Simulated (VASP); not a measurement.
The system is PbS (Galena).

```
Pb S
1.0
     0.00000    2.90521    2.90521
     2.90521    0.00000    2.90521
     2.90521    2.90521    0.00000
Pb S
1 1
Direct
  0.00000 0.00000 0.00000
  0.50000 0.50000 0.50000
```

Base run:

| Property | Result |
| --- | --- |
| Program | VASP 6.6.1 |
| Functional | LDA |
| Potentials or basis | VASP PAW LDA potentials, release 64 (Pb_d, S) |
| Cutoff | 520 eV |
| k mesh | 8 × 8 × 8 |
| Occupations | fermi-dirac, width 0.05 eV |
| Spin | no spin polarisation |

Its results: pressure 1.2 GPa.

The run is repeated on the same cell with these changes: spin from no spin polarisation to non-collinear spin, zero start, spin-orbit coupling; further incar settings from ALGO = Normal; EDIFF = 1e-07; NBANDS = 17 to ALGO = Normal; EDIFF = 1e-06; NBANDS = 32. What comes out?

Pressure 0.7 GPa; net moment 0.00 μB per cell.
